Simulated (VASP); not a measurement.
# Cu (P1) in VASP: a series of runs

The runs below take Cu through single point, with LDA.

Everything below comes from runs of VASP 6.6.1. Logs are shortened: lines on timing, memory, paths and dates and some standing lists are left out, and cuts for length are marked.

## Step 1: The cell of the first run

The typed cell holds 4 atoms: a = 2.531 Å, b = 2.531 Å, c = 8.262 Å, α = 90.00°, β = 90.00°, γ = 120.00°.

## Step 2: Single point, LDA

INCAR

```
SYSTEM = Cu
PREC     = Accurate       ! precision mode
ENCUT    = 520            ! plane-wave cutoff, eV
EDIFF    = 1E-6           ! SCF threshold, eV
ISMEAR   = -1             ! smearing method
SIGMA    = 0.1            ! smearing width, eV
LREAL    = .False.        ! projectors in reciprocal space
LASPH    = .True.         ! aspherical terms in the spheres
NELM     = 80             ! most SCF steps
ALGO     = Normal         ! electronic algorithm
ISIF     = 2              ! what is computed and relaxed
LWAVE    = .False.        ! write WAVECAR
LCHARG   = .False.        ! write CHGCAR
GGA      = CA             ! functional
NBANDS   = 30             ! bands
```

KPOINTS

```
regular mesh
0
Gamma
  7 7 2
  0 0 0
```

POSCAR

```
Cu
1.0
    2.5307600000      0.0000000000      0.0000000000
   -1.2653800000      2.1917100000      0.0000000000
    0.0000000000      0.0000000000      8.2618200000
Cu
4
Direct
    0.9952300000      0.0002200000      0.9983600000
    0.3277700000      0.6622900000      0.2501700000
    0.0056100000      0.0010200000      0.4991700000
    0.6601900000      0.3208400000      0.7476592259
```

Potentials or basis: VASP PAW LDA potentials, release 64 (Cu).

The run is started by

```bash
$ cat potpaw_LDA.64/Cu/POTCAR > POTCAR
$ mpirun -np 1 vasp_std > vasp.out
```

OUTCAR:

```text
SYSTEM = Cu
   PREC = Accurate
   ENCUT = 520
   EDIFF = 1E-6
   ISMEAR = -1
   LREAL = .False.
   LASPH = .True.
   NELM = 80
   ISIF = 2
   GGA = CA

 ion  position               nearest neighbor table
   1  0.995  0.000  0.998-   4 2.52   4 2.53   2 2.54   2 2.54   2 2.55   4 2.55
   2  0.328  0.662  0.250-   3 2.52   3 2.52   1 2.54   3 2.54   1 2.54   1 2.55
   3  0.006  0.001  0.499-   4 2.50   2 2.52   2 2.52   4 2.52   4 2.54   2 2.54
   4  0.660  0.321  0.748-   3 2.50   3 2.52   1 2.52   1 2.53   3 2.54   1 2.55

  LATTYP: Found a hexagonal cell.
 ALAT       =     2.5307600000
 C/A-ratio  =     3.2645608434

  Lattice vectors:

 A1 = (   2.5307600000,   0.0000000000,   0.0000000000)
 A2 = (  -1.2653800000,   2.1917100000,   0.0000000000)
 A3 = (   0.0000000000,   0.0000000000,   8.2618200000)

Analysis of symmetry for initial positions (statically):
=====================================================================
 Subroutine PRICEL returns:
 Original cell was already a primitive cell.

 Routine SETGRP: Setting up the symmetry group for a
 hexagonal supercell.

 Subroutine GETGRP returns: Found  1 space group operations
 (whereof  1 operations were pure point group operations)
 out of a pool of 24 trial point group operations.

The static configuration has the point symmetry C_1 .

Analysis of symmetry for dynamics (positions and initial velocities):
=====================================================================
 Subroutine PRICEL returns:
 Original cell was already a primitive cell.

 Routine SETGRP: Setting up the symmetry group for a
 hexagonal supercell.

 Subroutine GETGRP returns: Found  1 space group operations
 (whereof  1 operations were pure point group operations)
 out of a pool of 24 trial point group operations.

The dynamic configuration has the point symmetry C_1 .

 Subroutine INISYM returns: Found  1 space group operations
 (whereof  1 operations are pure point group operations),
 and found     1 'primitive' translations

----------------------------------------------------------------------------------------

                                     Primitive cell

  volume of cell :      45.8258

  direct lattice vectors                    reciprocal lattice vectors
     2.530760000  0.000000000  0.000000000     0.395138219  0.228132372  0.000000000
    -1.265380000  2.191710000  0.000000000     0.000000000  0.456264743  0.000000000
     0.000000000  0.000000000  8.261820000     0.000000000  0.000000000  0.121038706

  length of vectors
     2.530760000  2.530766538  8.261820000     0.456265922  0.456264743  0.121038706

  position of ions in fractional coordinates (direct lattice)
     0.995230000  0.000220000  0.998360000
     0.327770000  0.662290000  0.250170000
     0.005610000  0.001020000  0.499170000
     0.660190000  0.320840000  0.747659226

  ion indices of the primitive-cell ions
   primitive index   ion index
                 1           1
                 2           2
                 3           3
                 4           4

----------------------------------------------------------------------------------------

 KPOINTS: regular mesh

Automatic generation of k-mesh.
 Grid dimensions read from file:
 generate k-points for:    7    7    2

 Generating k-lattice:

  Cartesian coordinates                     Fractional coordinates (reciprocal lattice)
     0.056448317  0.032590339  0.000000000     0.142857143 -0.000000000  0.000000000
     0.000000000  0.065180678  0.000000000     0.000000000  0.142857143  0.000000000
     0.000000000  0.000000000  0.060519353     0.000000000  0.000000000  0.500000000

  Length of vectors
     0.065180846  0.065180678  0.060519353

  Shift w.r.t. Gamma in fractional coordinates (k-lattice)
     0.000000000  0.000000000  0.000000000

 Subroutine IBZKPT returns following result:
 ===========================================

 Found     50 irreducible k-points:

 Following reciprocal coordinates:
            Coordinates               Weight
  0.000000  0.000000  0.000000      1.000000
  0.142857  0.000000  0.000000      2.000000
  0.000000  0.142857  0.000000      2.000000
 -0.142857  0.142857  0.000000      2.000000
  0.285714  0.000000  0.000000      2.000000
  0.000000  0.285714  0.000000      2.000000
[... 16 lines left out ...]
  0.285714  0.285714  0.000000      2.000000
 -0.285714 -0.428571  0.000000      2.000000
 [... further k-points ...]
   k-points           NKPTS =     50   k-points in BZ     NKDIM =     50   number of bands    NBANDS=     30
   number of dos      NEDOS =    301   number of ions     NIONS =      4
   total plane-waves  NPLWV =  25600
   dimension x,y,z NGX =    20 NGY =   20 NGZ =   64
   dimension x,y,z NGXF=    40 NGYF=   40 NGZF=  128
   ions per type =               4
   NGX,Y,Z   is equivalent  to a cutoff of  13.14, 13.14, 12.88 a.u.
   NGXF,Y,Z  is equivalent  to a cutoff of  26.28, 26.28, 25.76 a.u.
 SYSTEM =  Cu
   PREC   = accura    normal or accurate (medium, high low for compatibility)
   ISTART =      0    job   : 0-new  1-cont  2-samecut
   ICHARG =      2    charge: 1-file 2-atom 10-const
   ISPIN  =      1    spin polarized calculation?
   LNONCOLLINEAR =      F non collinear calculations
   LSORBIT =      F    spin-orbit coupling
   LASPH  =      T    aspherical Exc in radial PAW
   ENCUT  =  520.0 eV  38.22 Ry    6.18 a.u.   4.71  4.71 15.36*2*pi/ulx,y,z
   NELM   =     80;   NELMIN=  2; NELMDL= -5     # of ELM steps
   EDIFF  = 0.1E-05   stopping-criterion for ELM
   LREAL  =      F    real-space projection
   EDIFFG = 0.1E-04   stopping-criterion for IOM
   NSW    =      0    number of steps for IOM
   IBRION =     -1    ionic relax: 0-MD 1-quasi-New 2-CG
   NFREE  =      0    steps in history (QN), initial steepest desc. (CG)
   ISIF   =      2    stress and relaxation
   ISYM   =      2    0-nonsym 1-usesym 2-fastsym
   POTIM  = 0.5000    time-step for ionic-motion
   TEBEG  =    0.0;   TEEND  =   0.0 temperature during run
   PSTRESS=    0.0 pullay stress
   NELECT =      44.0000    total number of electrons
   NUPDOWN=      -1.0000    fix difference up-down
   EMIN   =  10.00;   EMAX   =-10.00  energy-range for DOS
   EFERMI =   0.00;   METHOD = LEGACY
   ISMEAR =    -1;   SIGMA  =   0.10  broadening in eV -4-tet -1-fermi 0-gaus
   EFERMI_NEDOS =   21; number of points for ismear=-14 and -15
   IALGO  =     38    algorithm
   IMIX   =      4    mixing-type and parameters
     AMIX     =   0.40;   BMIX     =  1.00
     AMIX_MAG =   1.60;   BMIX_MAG =  1.00
  volume/ion in A,a.u.               =      11.46        77.31
  Fermi-wavevector in a.u.,A,eV,Ry     =   1.615062  3.052024 35.489769  2.608424
  Thomas-Fermi vector in A             =   2.709870
   LORBIT       =      0    0 simple, 1 ext, 2 COOP (PROOUT), +10 PAW based schemes
   GGA     = CA    functional components
   LHFCALC =     F    Hartree Fock is set to
   AEXX    =    0.0000 exact exchange contribution
   IVDW    =     0    specifies the selected vdW correction
   LEPSILON=     F    determine dielectric tensor
   LRPA    =     F    only Hartree local field effects (RPA)
 non-spin polarized calculation
  energy-cutoff  :      520.00
  volume of cell :       45.83
 maximum number of plane-waves:      1246
   NGX =  9   NGY =  9   NGZ = 31

 number of electron      43.9999995 magnetization

 Free energy of the ion-electron system (eV)
  ---------------------------------------------------
  ext. energy  EPLUGINS =         0.00000000
  ---------------------------------------------------
  free energy    TOTEN  =       -18.84157405 eV

  energy without entropy =      -18.80946678  energy(sigma->0) =      -18.82552042

 E-fermi :   7.6809     XC(G=0): -13.2815

 val. band max:        7.6766436559   @ k =  -0.4286   0.4286   0.0000
 cond. band min:       7.6879795134   @ k =   0.4286  -0.0000   0.0000
 fundamental gap:      0.0113358574
 Fermi energy:         7.6809039590

 k-point     1 :       0.0000    0.0000    0.0000
  band No.  band energies     occupation
      1      -1.8575      2.00000
      2       0.2947      2.00000
      3       0.3153      2.00000
      4       2.4230      2.00000
      5       4.2777      2.00000
      6       4.2967      2.00000
[... 22 lines left out ...]
     29      29.8840      0.00000
     30      29.9258      0.00000

 k-point     2 :       0.1429    0.0000    0.0000
  band No.  band energies     occupation
      1      -1.1914      2.00000
      2       0.8765      2.00000
      3       0.8956      2.00000
      4       2.7933      2.00000
      5       4.0342      2.00000
      6       4.1523      2.00000
[... 22 lines left out ...]
     29      25.3035      0.00000
     30      25.3575      0.00000

 k-point     3 :       0.0000    0.1429    0.0000
  band No.  band energies     occupation
      1      -1.1915      2.00000
      2       0.8762      2.00000
      3       0.8954      2.00000
      4       2.7922      2.00000
      5       4.0369      2.00000
      6       4.1558      2.00000
[... 22 lines left out ...]
     29      25.2995      0.00000
     30      25.3546      0.00000

 k-point     4 :      -0.1429    0.1429    0.0000
  band No.  band energies     occupation
      1      -1.1913      2.00000
      2       0.8767      2.00000
      3       0.8958      2.00000
      4       2.7940      2.00000
      5       4.0324      2.00000
      6       4.1502      2.00000
[... 22 lines left out ...]
     29      25.3059      0.00000
     30      25.3597      0.00000

 k-point     5 :       0.2857    0.0000    0.0000
  band No.  band energies     occupation
      1       0.6238      2.00000
      2       2.1429      2.00000
      3       2.1564      2.00000
      4       3.2741      2.00000
      5       3.7289      2.00000
      6       3.8114      2.00000
[... 22 lines left out ...]
     29      22.3764      0.00000
     30      22.4859      0.00000
[... 526 lines left out ...]
     29      17.1796      0.00000
     30      18.3359      0.00000

 k-point    22 :       0.4286    0.4286    0.0000
  band No.  band energies     occupation
      1       2.7467      2.00000
      2       2.8275      2.00000
      3       3.1601      2.00000
      4       3.3655      2.00000
      5       3.5861      2.00000
      6       3.6489      2.00000
[... 22 lines left out ...]
     29      17.1789      0.00000
     30      18.2757      0.00000

 k-point    23 :       0.2857    0.2857    0.0000
  band No.  band energies     occupation
      1       3.3025      2.00000
      2       3.3173      2.00000
      3       3.3428      2.00000
      4       3.4324      2.00000
      5       3.6152      2.00000
      6       3.6263      2.00000
[... 22 lines left out ...]
     29      15.6676      0.00000
     30      17.1021      0.00000

 k-point    24 :      -0.2857   -0.4286    0.0000
  band No.  band energies     occupation
      1       3.3029      2.00000
      2       3.3145      2.00000
      3       3.3410      2.00000
      4       3.4340      2.00000
      5       3.6159      2.00000
      6       3.6267      2.00000
[... 22 lines left out ...]
     29      15.6648      0.00000
     30      17.1048      0.00000

 [... further k-points ...]
[... 5 lines left out ...]
  --------------------------------------------------------------------------------------
  -------------------------------------------------------------------------------------
  Total       -2.1785084     -2.2619815     -2.1818346     -0.0184541      0.0024302      0.0042557
  in kB      -76.1658058    -79.0842238    -76.2820991     -0.6451991      0.0849660      0.1487877
  external PRESSURE =     -77.1773762 kB  Pullay stress =       0.0000000 kB

 VOLUME and BASIS-vectors are now :
 -----------------------------------------------------------------------------
  energy-cutoff  :      520.00
  volume of cell :       45.83
      direct lattice vectors                 reciprocal lattice vectors
     2.530760000  0.000000000  0.000000000     0.395138219  0.228132372  0.000000000
    -1.265380000  2.191710000  0.000000000     0.000000000  0.456264743  0.000000000
     0.000000000  0.000000000  8.261820000     0.000000000  0.000000000  0.121038706

 POSITION                                       TOTAL-FORCE (eV/Angst)
 -----------------------------------------------------------------------------------
      2.51841      0.00048      8.24827         0.011198     -0.027961      0.034384
     -0.00854      1.45155      2.06686         0.012876      0.018273     -0.089523
      0.01291      0.00224      4.12405        -0.027286     -0.032277     -0.020140
      1.26480      0.70319      6.17703         0.003211      0.041965      0.075280
 -----------------------------------------------------------------------------------
    total drift:                               -0.000184     -0.000202     -0.000917

  FREE ENERGIE OF THE ION-ELECTRON SYSTEM (eV)
  ---------------------------------------------------
  free  energy   TOTEN  =       -18.8415740527 eV

  energy  without entropy=      -18.8094667831  energy(sigma->0) =      -18.82552042
```

Wall time 1.9 min (1 thread of Intel Xeon Platinum 8259CL at 2.50GHz (Skylake/Cascade Lake), shared host); peak memory 0.17 GiB.

Results:

| Quantity | Value |
| --- | --- |
| Free energy | -18.8416 eV |
| Pressure | -7.7 GPa |
| Largest force | 0.092 eV/Å |
| Band gap on the k mesh | zero (band 22 reaches 10.17 eV, above the bottom of band 23 at 5.87 eV) |

Forces in eV/Å, atoms in the order of the input:
```
Cu   0.011 -0.028  0.034
Cu   0.013  0.018 -0.090
Cu  -0.027 -0.032 -0.020
Cu   0.003  0.042  0.075
```

Stress tensor (GPa, compression positive):
```
-7.62 -0.06  0.01
-0.06 -7.91  0.01
 0.01  0.01 -7.63
```

Caveat: the k points lie up to 0.41 Å⁻¹ apart.

## Step 3: Single point, LDA

This run uses another cell than the first one, of 11.51 Å³/atom, 1.005 times its volume.

INCAR

```
  ALGO = Normal
  EDIFF = 1E-6
  ENCUT = 520
  GGA = CA
  ISIF = 2
  ISMEAR = -1
  LASPH = True
  LCHARG = False
  LREAL = False
  LWAVE = False
  NBANDS = 30
  NELM = 80
  PREC = Accurate
  SIGMA = 0.1
```

KPOINTS

```
k-points
0
Gamma
  7 7 2
```

POSCAR

```
Cu
1.0
    2.5349709229      0.0000000000      0.0000000000
   -1.2674854615      2.1953567788      0.0000000000
    0.0000000000      0.0000000000      8.2755668140
Cu
4
Direct
    0.9952300000      0.0002200000      0.9983600000
    0.3277700000      0.6622900000      0.2501700000
    0.0056100000      0.0010200000      0.4991700000
    0.6601900000      0.3208400000      0.7500800000
```

Potentials or basis: VASP PAW LDA potentials, release 64 (Cu).

The run is started by

```bash
$ cat potpaw_LDA.64/Cu/POTCAR > POTCAR
$ mpirun -np 1 vasp_std > vasp.out
```

Run time: 1.9 min. Hardware: 1 thread of Intel Xeon Platinum 8259CL at 2.50GHz (Skylake/Cascade Lake), shared host; peak memory 0.17 GiB.

Results (log left out):

| Item | Value |
| --- | --- |
| Free energy | -18.8299 eV |
| Pressure | -8.4 GPa |
| Largest force | 0.104 eV/Å |
| Band gap on the k mesh | zero (band 22 reaches 10.09 eV, above the bottom of band 23 at 5.81 eV) |

Forces in eV/Å, atoms in the order of the input:
```
Cu   0.012 -0.029  0.100
Cu   0.012  0.018 -0.075
Cu  -0.026 -0.030  0.046
Cu   0.002  0.041 -0.071
```

Stress tensor (GPa, compression positive):
```
-8.29 -0.07  0.01
-0.07 -8.57 -0.01
 0.01 -0.01 -8.28
```

Levels at points of the mesh, in eV from the Fermi level:
| k point | band 18 | band 19 | band 20 | band 21 | band 22 | band 23 | band 24 | band 25 | band 26 | band 27 |
| --- | --- | --- | --- | --- | --- | --- | --- | --- | --- | --- |
| (0.00, 0.00, 0.00) | -2.17 | -2.17 | -1.99 | -1.98 | -1.71 | -1.69 | -1.01 | 3.89 | 12.63 | 12.77 |
| (0.00, 0.00, 0.50) | -2.30 | -2.28 | -2.27 | -1.84 | -1.83 | -1.81 | -1.80 | 7.05 | 7.08 | 19.12 |

Caveat: the k points lie up to 0.41 Å⁻¹ apart.
